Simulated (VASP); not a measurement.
Wanted: the native input for a VASP 6.6.1 run.

* Task: single point
* Functional: PBE-based screened hybrid
* Potentials or basis: VASP PAW PBE potentials, release 64 (Sr_sv, O)
* Cutoff: 520 eV
* k mesh: 4 × 4 × 4
* Occupations: gaussian, width 0.01 eV
* Spin: no spin polarisation
* Dipole correction: no
* Grid for exact exchange (PRECFOCK): Normal
* Share of exact exchange: 0.3
* Further INCAR settings: ALGO = Normal; EDIFF = 1e-07; NBANDS = 15
* Screening parameter: 0.3 1/Å

Crystal: SrO.

```
Sr O
1.0
     0.00000    2.57989    2.57989
     2.57989    0.00000    2.57989
     2.57989    2.57989    0.00000
Sr O
1 1
Direct
  0.50000 0.50000 0.50000
  0.00000 0.00000 0.00000
```

One way to write it, as run:

POSCAR

```
SrO
1.0
    0.0000000000      2.5798927166      2.5798927166
    2.5798927166      0.0000000000      2.5798927166
    2.5798927166      2.5798927166      0.0000000000
Sr O
1 1
Direct
    0.5000000000      0.5000000000      0.5000000000
    0.0000000000      0.0000000000      0.0000000000
```

INCAR.step1

```
SYSTEM = SrO
ALGO = Normal
EDIFF = 1E-5
ENCUT = 520
GGA = PE
ISIF = 2
ISMEAR = 0
LASPH = .True.
LCHARG = .False.
LREAL = .False.
LWAVE = .True.
NBANDS = 15
NELM = 60
PREC = Accurate
SIGMA = 0.01
```

INCAR.step2

```
SYSTEM = SrO
AEXX = 0.3
ALGO = Normal
EDIFF = 1E-7
ENCUT = 520
GGA = PE
HFSCREEN = 0.3
ISIF = 2
ISMEAR = 0
ISTART = 1
LASPH = .True.
LCHARG = .False.
LHFCALC = .True.
LREAL = .False.
LWAVE = .False.
NBANDS = 15
NELM = 60
PREC = Accurate
PRECFOCK = Normal
SIGMA = 0.01
```

KPOINTS

```
k-points
0
Gamma
  4 4 4
  0 0 0
```

Potentials or basis: VASP PAW PBE potentials, release 64 (Sr_sv, O).

Launch:

```bash
$ cat potpaw_PBE.64/Sr_sv/POTCAR potpaw_PBE.64/O/POTCAR > POTCAR
$ cp INCAR.step1 INCAR
$ mpirun -np 1 vasp_std > vasp.out
$ cp INCAR.step2 INCAR
$ mpirun -np 1 vasp_std > vasp.out
```

It gave:

```json
{"Pressure": "-0.1 GPa", "Band gap on the k mesh": "4.75 eV, indirect (least direct gap 4.86 eV)"}
```

Caveat: the k points lie up to 0.53 Å⁻¹ apart; the PAW data sets were made with another functional, which shifts forces and pressure a little.

Wall time 5.4 min on 1 thread of AMD EPYC 9R45 96-Core Processor (Zen 5) (shared host), peak memory 0.24 GiB.
